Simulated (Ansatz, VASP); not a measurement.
**GaN in VASP and in Ansatz**

Contents of POSCAR:

```
GaN
1.0
    3.2745057562      0.0000000000      0.0000000000
   -1.6372528781      2.8358051697      0.0000000000
    0.0000000000      0.0000000000      5.3323952009
Ga N
2 2
Direct
    0.3333333333      0.6666666667     -0.0010094593
    0.6666666667      0.3333333333      0.4989905407
    0.3333333333      0.6666666667      0.3760094593
    0.6666666667      0.3333333333      0.8760094593
```

Contents of INCAR.step1:

```
SYSTEM = GaN
ALGO = Normal
EDIFF = 1E-4
ENCUT = 520
GGA = PE
ISMEAR = 0
LASPH = .True.
LCHARG = .False.
LREAL = .False.
LWAVE = .True.
NBANDS = 26
NELM = 100
PREC = Accurate
SIGMA = 0.01
```

File INCAR.step2:

```
SYSTEM = GaN
ALGO = Normal
EDIFF = 1E-6
ENCUT = 520
ISIF = 2
ISMEAR = 0
ISTART = 1
LASPH = .True.
LCHARG = .False.
LMIXTAU = .True.
LREAL = .False.
LWAVE = .False.
METAGGA = R2SCAN
NBANDS = 26
NELM = 100
PREC = Accurate
SIGMA = 0.01
```

KPOINTS

```
k-points
0
Gamma
  12 12 6
  0 0 0
```

Input for Ansatz:

```yaml
crystal:
  lattice:
    - [3.2745057562, 0.0, 0.0]
    - [-1.6372528781, 2.8358051697, 0.0]
    - [0.0, 0.0, 5.3323952009]
  atoms:
    - { symbol: Ga, position: [0.3333333333, 0.6666666667, -0.0010094593] }
    - { symbol: Ga, position: [0.6666666667, 0.3333333333, 0.4989905407] }
    - { symbol: "N", position: [0.3333333333, 0.6666666667, 0.3760094593] }
    - { symbol: "N", position: [0.6666666667, 0.3333333333, 0.8760094593] }
kpoints:
  mp_grid: { grid: [12, 12, 6] }
  band_path:
    path:
      - [0.0, 0.0, 0.0]
      - [0.5, 0.0, 0.0]
      - [0.3333333333, 0.3333333333, 0.0]
      - [0.0, 0.0, 0.5]
      - [0.5, 0.0, 0.5]
      - [0.3333333333, 0.3333333333, 0.5]
    npoints: 1
hamiltonian:
  xc: r2scan
scf:
  occupations: { method: fixed }
  n_extra_bands: 5
output:
  forces: true
  stress: true
  eigenvalues: true
```

Change from the starting cell: hydrostatic strain +2.9%.

Alike in both runs: task single point; functional r2SCAN; k mesh 12 × 12 × 6; no spin polarisation.

|  | VASP | Ansatz |
| --- | --- | --- |
| version | VASP 6.6.1 | Ansatz 0.2.0 |
| potentials or method | VASP PAW PBE potentials, release 64 (Ga_d, N) | plane waves, PAW |
| plane-wave cutoff (eV) | 520 | 500 |
| occupations | gaussian, width 0.01 eV | fixed |
| valence electrons in the cell | 36 | 36 |

Ansatz gave:

* gap on the k mesh at the Fermi level (eV): 1.76
* pressure (GPa): -13.9
* traceless stress, the component that is largest in VASP (GPa): 0.04
* rms of the force components (eV/Å): 0.000

**Question.** Estimate VASP's values.

**Answer.** gap on the k mesh at the Fermi level (eV): 1.76; pressure (GPa): -13.1; traceless stress, the component that is largest in VASP (GPa): 0.12; rms of the force components (eV/Å): 0.003.

VASP's potentials were made for PBE, not for r2SCAN. Atom by atom the forces differ by 0.003 eV/Å (rms over components).
